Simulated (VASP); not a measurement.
Write the native input for VASP 6.6.1 that does the following.

```
Task                   : relaxation of cell and atoms
Functional             : PBEsol
Potentials or basis    : VASP PAW PBE potentials, release 64 (Zn, S)
Cutoff                 : 500 eV
k mesh                 : 9 × 9 × 9
Occupations            : fermi-dirac, width 0.05 eV
Spin                   : no spin polarisation
Target pressure        : 2 GPa
Dipole correction      : no
Further INCAR settings : ALGO = Normal; EDIFF = 1e-07; IBRION = 2; EDIFFG = -0.01; NSW = 60; ISIF = 3
```

The structure of ZnS lies in POSCAR:

```
ZnS
1.0
    0.0000000000      2.7020000000      2.7020000000
    2.7020000000      0.0000000000      2.7020000000
    2.7020000000      2.7020000000      0.0000000000
Zn S
1 1
Direct
    0.7500000000      0.7500000000      0.7500000000
    0.0000000000      0.0000000000      0.0000000000
```

One way to write it, as run:

INCAR

```
PREC = Accurate ; ENCUT = 500
EDIFF = 1E-7 ; ISMEAR = -1
SIGMA = 0.05 ; LREAL = False
LASPH = True ; NELM = 120
ALGO = Normal ; ISIF = 3
LWAVE = False ; LCHARG = False
GGA = PS ; IBRION = 2
NSW = 60 ; EDIFFG = -0.01
PSTRESS = 20.0 ; GGA_COMPAT = False
NELMIN = 4
```

KPOINTS

```
regular mesh
0
Gamma
  9 9 9
```

Potentials or basis: VASP PAW PBE potentials, release 64 (Zn, S).

The run is started by

```sh
$ cat potpaw_PBE.64/Zn/POTCAR potpaw_PBE.64/S/POTCAR > POTCAR
$ mpirun -np 1 vasp_std > vasp.out
```

It gave:

- Relaxed volume: 18.80 Å³/atom
- Relaxed cell: a = 3.760 Å, b = 3.760 Å, c = 3.760 Å, α = 60.00°, β = 60.00°, γ = 60.00°
- Space group after relaxing (to 0.1 Å): F-43m (No. 216)
- Energy change on relaxing (the run minimises the enthalpy): +0.1 meV/atom
- Ionic steps: 3
- Pressure after relaxing: 2.0 GPa
- Band gap on the k mesh: 2.19 eV

Caveat: the cell is relaxed towards a set pressure, so the run minimises the enthalpy, not the energy; the PAW data sets were made with another functional, which shifts forces and pressure a little.

Run time: 54 s on 1 thread of AMD EPYC 7R13, on a shared host, peak memory 0.14 GiB.
